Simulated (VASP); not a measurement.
# GaBPd3 (Pm-3m) in VASP: single point with PBE

Aim: the single point of GaBPd3 with PBE.

Everything below comes from runs of VASP 6.6.1. Logs are shortened: lines on timing, memory, paths and dates and some standing lists are left out, and cuts for length are marked.

## 1. The cell of the first run

It takes space group Pm-3m (No. 221, cubic). The conventional cell has a = 3.928 Å, b = 3.928 Å, c = 3.928 Å, α = 90.00°, β = 90.00°, γ = 90.00°. Within 2.6 Å of B (site symmetry m-3m) lie 6 Pd at 1.96 Å. Within 2.6 Å of Pd (site symmetry 4/mmm) lie 2 B at 1.96 Å. Ga (site symmetry m-3m) has 12 Pd at 2.78 Å and 8 B at 3.40 Å within 3.7 Å.

## 2. Single point, PBE

INCAR reads:

```
SYSTEM = GaBPd3
ALGO = Normal
EDIFF = 1E-6
ENCUT = 520
GGA = PE
ISIF = 2
ISMEAR = -1
LASPH = .True.
LCHARG = .False.
LREAL = .False.
LWAVE = .False.
NBANDS = 31
NELM = 100
PREC = Accurate
SIGMA = 0.107
```

KPOINTS reads:

```
k-points
0
Gamma
  9 9 9
  0 0 0
```

POSCAR reads:

```
GaBPd3
1.0
    3.9278720000      0.0000000000      0.0000000000
    0.0000000000      3.9278720000      0.0000000000
    0.0000000000      0.0000000000      3.9278720000
B Pd Ga
1 3 1
Direct
    0.5000000000      0.5000000000      0.5000000000
    0.0000000000      0.5000000000      0.5000000000
    0.5000000000      0.0000000000      0.5000000000
    0.5000000000      0.5000000000      0.0000000000
    0.0000000000      0.0000000000      0.0000000000
```

Potentials or basis: VASP PAW PBE potentials, release 64 (B, Pd, Ga_d).

Started as:

```sh
cat potpaw_PBE.64/B/POTCAR potpaw_PBE.64/Pd/POTCAR potpaw_PBE.64/Ga_d/POTCAR > POTCAR
mpirun -np 1 vasp_std > vasp.out
```

OUTCAR:

```text
SYSTEM = GaBPd3
   EDIFF = 1E-6
   ENCUT = 520
   GGA = PE
   ISIF = 2
   ISMEAR = -1
   LASPH = .True.
   LREAL = .False.
   NELM = 100
   PREC = Accurate

 ion  position               nearest neighbor table
   1  0.500  0.500  0.500-   2 1.96   3 1.96   4 1.96   4 1.96   3 1.96   2 1.96
   2  0.000  0.500  0.500-   1 1.96   1 1.96   4 2.78   5 2.78   4 2.78   5 2.78   3 2.78   5 2.78
                             5 2.78   3 2.78   3 2.78   4 2.78   4 2.78   3 2.78
   3  0.500  0.000  0.500-   1 1.96   1 1.96   4 2.78   5 2.78   4 2.78   5 2.78   2 2.78   2 2.78
                             4 2.78   4 2.78   2 2.78   5 2.78   5 2.78   2 2.78
   4  0.500  0.500  0.000-   1 1.96   1 1.96   3 2.78   5 2.78   2 2.78   2 2.78   3 2.78   3 2.78
                             5 2.78   3 2.78   2 2.78   5 2.78   2 2.78   5 2.78
   5  0.000  0.000  0.000-   2 2.78   3 2.78   4 2.78   2 2.78   3 2.78   2 2.78   4 2.78   2 2.78
                             3 2.78   4 2.78   3 2.78   4 2.78

  LATTYP: Found a simple cubic cell.
 ALAT       =     3.9278720000

  Lattice vectors:

 A1 = (   3.9278720000,   0.0000000000,   0.0000000000)
 A2 = (   0.0000000000,   3.9278720000,   0.0000000000)
 A3 = (   0.0000000000,   0.0000000000,   3.9278720000)

Analysis of symmetry for initial positions (statically):
=====================================================================
 Subroutine PRICEL returns:
 Original cell was already a primitive cell.

 Routine SETGRP: Setting up the symmetry group for a
 simple cubic supercell.

 Subroutine GETGRP returns: Found 48 space group operations
 (whereof 48 operations were pure point group operations)
 out of a pool of 48 trial point group operations.

The static configuration has the point symmetry O_h .

Analysis of symmetry for dynamics (positions and initial velocities):
=====================================================================
 Subroutine PRICEL returns:
 Original cell was already a primitive cell.

 Routine SETGRP: Setting up the symmetry group for a
 simple cubic supercell.

 Subroutine GETGRP returns: Found 48 space group operations
 (whereof 48 operations were pure point group operations)
 out of a pool of 48 trial point group operations.

The dynamic configuration has the point symmetry O_h .

 Subroutine INISYM returns: Found 48 space group operations
 (whereof 48 operations are pure point group operations),
 and found     1 'primitive' translations

----------------------------------------------------------------------------------------

                                     Primitive cell

  volume of cell :      60.5999

  direct lattice vectors                    reciprocal lattice vectors
     3.927872000  0.000000000  0.000000000     0.254590781  0.000000000  0.000000000
     0.000000000  3.927872000  0.000000000     0.000000000  0.254590781  0.000000000
     0.000000000  0.000000000  3.927872000     0.000000000  0.000000000  0.254590781

  length of vectors
     3.927872000  3.927872000  3.927872000     0.254590781  0.254590781  0.254590781

  position of ions in fractional coordinates (direct lattice)
     0.500000000  0.500000000  0.500000000
     0.000000000  0.500000000  0.500000000
     0.500000000  0.000000000  0.500000000
     0.500000000  0.500000000  0.000000000
     0.000000000  0.000000000  0.000000000

  ion indices of the primitive-cell ions
   primitive index   ion index
                 1           1
                 2           2
                 3           3
                 4           4
                 5           5

----------------------------------------------------------------------------------------

 KPOINTS: k-points

Automatic generation of k-mesh.
 Grid dimensions read from file:
 generate k-points for:    9    9    9

 Generating k-lattice:

  Cartesian coordinates                     Fractional coordinates (reciprocal lattice)
     0.028287865  0.000000000  0.000000000     0.111111111  0.000000000  0.000000000
     0.000000000  0.028287865  0.000000000     0.000000000  0.111111111  0.000000000
     0.000000000  0.000000000  0.028287865     0.000000000  0.000000000  0.111111111

  Length of vectors
     0.028287865  0.028287865  0.028287865

  Shift w.r.t. Gamma in fractional coordinates (k-lattice)
     0.000000000  0.000000000  0.000000000

 Subroutine IBZKPT returns following result:
 ===========================================

 Found     35 irreducible k-points:

 Following reciprocal coordinates:
            Coordinates               Weight
  0.000000  0.000000  0.000000      1.000000
  0.111111  0.000000  0.000000      6.000000
  0.222222  0.000000  0.000000      6.000000
  0.333333  0.000000  0.000000      6.000000
  0.444444  0.000000  0.000000      6.000000
  0.111111  0.111111  0.000000     12.000000
[... 16 lines left out ...]
  0.333333  0.333333  0.111111     24.000000
  0.444444  0.333333  0.111111     48.000000
 [... further k-points ...]
   k-points           NKPTS =     35   k-points in BZ     NKDIM =     35   number of bands    NBANDS=     31
   number of dos      NEDOS =    301   number of ions     NIONS =      5
   total plane-waves  NPLWV =  27000
   dimension x,y,z NGX =    30 NGY =   30 NGZ =   30
   dimension x,y,z NGXF=    60 NGYF=   60 NGZF=   60
   ions per type =               1   3   1
   NGX,Y,Z   is equivalent  to a cutoff of  12.70, 12.70, 12.70 a.u.
   NGXF,Y,Z  is equivalent  to a cutoff of  25.39, 25.39, 25.39 a.u.
 SYSTEM =  GaBPd3
   PREC   = accura    normal or accurate (medium, high low for compatibility)
   ISTART =      0    job   : 0-new  1-cont  2-samecut
   ICHARG =      2    charge: 1-file 2-atom 10-const
   ISPIN  =      1    spin polarized calculation?
   LNONCOLLINEAR =      F non collinear calculations
   LSORBIT =      F    spin-orbit coupling
   LASPH  =      T    aspherical Exc in radial PAW
   ENCUT  =  520.0 eV  38.22 Ry    6.18 a.u.   7.30  7.30  7.30*2*pi/ulx,y,z
   NELM   =    100;   NELMIN=  2; NELMDL= -5     # of ELM steps
   EDIFF  = 0.1E-05   stopping-criterion for ELM
   LREAL  =      F    real-space projection
   EDIFFG = 0.1E-04   stopping-criterion for IOM
   NSW    =      0    number of steps for IOM
   IBRION =     -1    ionic relax: 0-MD 1-quasi-New 2-CG
   NFREE  =      0    steps in history (QN), initial steepest desc. (CG)
   ISIF   =      2    stress and relaxation
   ISYM   =      2    0-nonsym 1-usesym 2-fastsym
   POTIM  = 0.5000    time-step for ionic-motion
   TEBEG  =    0.0;   TEEND  =   0.0 temperature during run
   PSTRESS=    0.0 pullay stress
   NELECT =      46.0000    total number of electrons
   NUPDOWN=      -1.0000    fix difference up-down
   EMIN   =  10.00;   EMAX   =-10.00  energy-range for DOS
   EFERMI =   0.00;   METHOD = LEGACY
   ISMEAR =    -1;   SIGMA  =   0.11  broadening in eV -4-tet -1-fermi 0-gaus
   EFERMI_NEDOS =   21; number of points for ismear=-14 and -15
   IALGO  =     38    algorithm
   IMIX   =      4    mixing-type and parameters
     AMIX     =   0.40;   BMIX     =  1.00
     AMIX_MAG =   1.60;   BMIX_MAG =  1.00
  volume/ion in A,a.u.               =      12.12        81.79
  Fermi-wavevector in a.u.,A,eV,Ry     =   1.493379  2.822078 30.343463  2.230182
  Thomas-Fermi vector in A             =   2.605787
   LORBIT       =      0    0 simple, 1 ext, 2 COOP (PROOUT), +10 PAW based schemes
   GGA     = PE    functional components
   LHFCALC =     F    Hartree Fock is set to
   AEXX    =    0.0000 exact exchange contribution
   IVDW    =     0    specifies the selected vdW correction
   LEPSILON=     F    determine dielectric tensor
   LRPA    =     F    only Hartree local field effects (RPA)
 non-spin polarized calculation
  energy-cutoff  :      520.00
  volume of cell :       60.60
 maximum number of plane-waves:      1647
 NGX is ok and might be reduce to    30
   NGX = 15   NGY = 15   NGZ = 15

 number of electron      46.0000010 magnetization

 Free energy of the ion-electron system (eV)
  ---------------------------------------------------
  ext. energy  EPLUGINS =         0.00000000
  ---------------------------------------------------
  free energy    TOTEN  =       -25.14424968 eV

  energy without entropy =      -25.07217621  energy(sigma->0) =      -25.10821294

 E-fermi :  11.3585     XC(G=0): -13.3077

 val. band max:       11.1954866371   @ k =   0.4444   0.2222   0.2222
 cond. band min:      11.3588172626   @ k =   0.2222   0.2222   0.2222
 fundamental gap:      0.1633306255
 Fermi energy:        11.3585068639

 k-point     1 :       0.0000    0.0000    0.0000
  band No.  band energies     occupation
      1      -4.2520      2.00000
      2      -4.2520      2.00000
      3      -4.2388      2.00000
      4      -4.2388      2.00000
      5      -4.2388      2.00000
      6      -1.3323      2.00000
[... 23 lines left out ...]
     30      17.9066      0.00000
     31      22.7513      0.00000

 k-point     2 :       0.1111    0.0000    0.0000
  band No.  band energies     occupation
      1      -4.2502      2.00000
      2      -4.2470      2.00000
      3      -4.2383      2.00000
      4      -4.2371      2.00000
      5      -4.2371      2.00000
      6      -1.2188      2.00000
[... 23 lines left out ...]
     30      18.3529      0.00000
     31      22.1467      0.00000

 k-point     3 :       0.2222    0.0000    0.0000
  band No.  band energies     occupation
      1      -4.2455      2.00000
      2      -4.2368      2.00000
      3      -4.2343      2.00000
      4      -4.2327      2.00000
      5      -4.2327      2.00000
      6      -0.8949      2.00000
[... 23 lines left out ...]
     30      19.6755      0.00000
     31      20.9879      0.00000

 k-point     4 :       0.3333    0.0000    0.0000
  band No.  band energies     occupation
      1      -4.2401      2.00000
      2      -4.2351      2.00000
      3      -4.2276      2.00000
      4      -4.2276      2.00000
      5      -4.2198      2.00000
      6      -0.4284      2.00000
[... 635 lines left out ...]
     30      19.5719      0.00000
     31      19.8712      0.00000

 k-point    23 :       0.3333    0.3333    0.1111
  band No.  band energies     occupation
      1      -4.2409      2.00000
      2      -4.2298      2.00000
      3      -4.2286      2.00000
      4      -4.2203      2.00000
      5      -4.2002      2.00000
      6       0.5474      2.00000
[... 23 lines left out ...]
     30      19.0567      0.00000
     31      20.2869      0.00000

 k-point    24 :       0.4444    0.3333    0.1111
  band No.  band energies     occupation
      1      -4.2436      2.00000
      2      -4.2289      2.00000
      3      -4.2272      2.00000
      4      -4.2192      2.00000
      5      -4.1933      2.00000
      6       0.9905      2.00000
[... 23 lines left out ...]
     30      18.6409      0.00000
     31      20.2732      0.00000

 [... further k-points ...]
[... 5 lines left out ...]
  --------------------------------------------------------------------------------------
  -------------------------------------------------------------------------------------
  Total       15.8419563     15.8419563     15.8419563     -0.0000000     -0.0000000     -0.0000000
  in kB      418.8392876    418.8392876    418.8392876     -0.0000000     -0.0000000     -0.0000000
  external PRESSURE =     418.8392876 kB  Pullay stress =       0.0000000 kB

 VOLUME and BASIS-vectors are now :
 -----------------------------------------------------------------------------
  energy-cutoff  :      520.00
  volume of cell :       60.60
      direct lattice vectors                 reciprocal lattice vectors
     3.927872000  0.000000000  0.000000000     0.254590781  0.000000000  0.000000000
     0.000000000  3.927872000  0.000000000     0.000000000  0.254590781  0.000000000
     0.000000000  0.000000000  3.927872000     0.000000000  0.000000000  0.254590781

 POSITION                                       TOTAL-FORCE (eV/Angst)
 -----------------------------------------------------------------------------------
      1.96394      1.96394      1.96394         0.000000      0.000000      0.000000
      0.00000      1.96394      1.96394         0.000000      0.000000      0.000000
      1.96394      0.00000      1.96394         0.000000      0.000000      0.000000
      1.96394      1.96394      0.00000         0.000000      0.000000      0.000000
      0.00000      0.00000      0.00000         0.000000      0.000000      0.000000
 -----------------------------------------------------------------------------------
    total drift:                                0.000000      0.000000     -0.000000

  FREE ENERGIE OF THE ION-ELECTRON SYSTEM (eV)
  ---------------------------------------------------
  free  energy   TOTEN  =       -25.1442496750 eV

  energy  without entropy=      -25.0721762066  energy(sigma->0) =      -25.10821294
```

It took 28 s on 1 thread of Intel Xeon 6975P-C (Granite Rapids), shared host; peak memory 0.21 GiB.

Results:

| Quantity | Value |
| --- | --- |
| Free energy | -25.1442 eV |
| Pressure | 41.9 GPa |
| Band gap on the k mesh | zero (band 23 reaches 12.52 eV, above the bottom of band 24 at 9.85 eV) |
